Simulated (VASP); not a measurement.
Runs of VASP 6.6.1 on AlCu. The structure is that of space group Pm-3m (No. 221), or close to it. The cells are those of the table. 

| task | cell | cutoff (eV) | gap on the mesh (eV) | pressure (GPa) |
| --- | --- | --- | --- | --- |
| single point | a = 2.927 Å, 2 atoms | 520 | none | 4.9 |
| relaxation of cell and atoms | relaxed to 10 GPa from a = 2.998 Å, 2 atoms | 600 | none | 10.1 |
| relaxation of cell and atoms | relaxed to 5 GPa from a = 2.998 Å, 2 atoms | 600 | none | 4.9 |
| relaxation of cell and atoms | relaxed to -2 GPa from a = 2.998 Å, 2 atoms | 600 | none | -2.1 |
| relaxation of cell and atoms | relaxed to 2 GPa from a = 2.998 Å, 2 atoms | 600 | none | 2.0 |
| relaxation of cell and atoms | relaxed from a = 2.998 Å, 2 atoms | 600 | none | 0.0 |
| single point | a = 2.977 Å, 2 atoms | 520 | none | (a) |
| single point | a = 2.947 Å, 2 atoms | 520 | none | 2.0 |
| single point | a = 2.961 Å, 2 atoms | 520 | none | 0.0 |
| single point | a = 2.897 Å, 2 atoms | 520 | none | 9.9 |

Alike in all rows: level r2SCAN; potentials or basis VASP PAW PBE potentials, release 64 (Al, Cu); no spin polarisation; k mesh 7 × 7 × 7; smearing fermi-dirac 0.1 eV.

**Question.** Estimate the missing entries.

**Answer.** (a) -2.0.

Caveats: the PAW data sets were made with another functional, which shifts forces and pressure a little; the cell is relaxed towards a set pressure, so the enthalpy falls and the energy may rise (some runs).

A gap of «none» marks levels without a gap at the run's occupations.
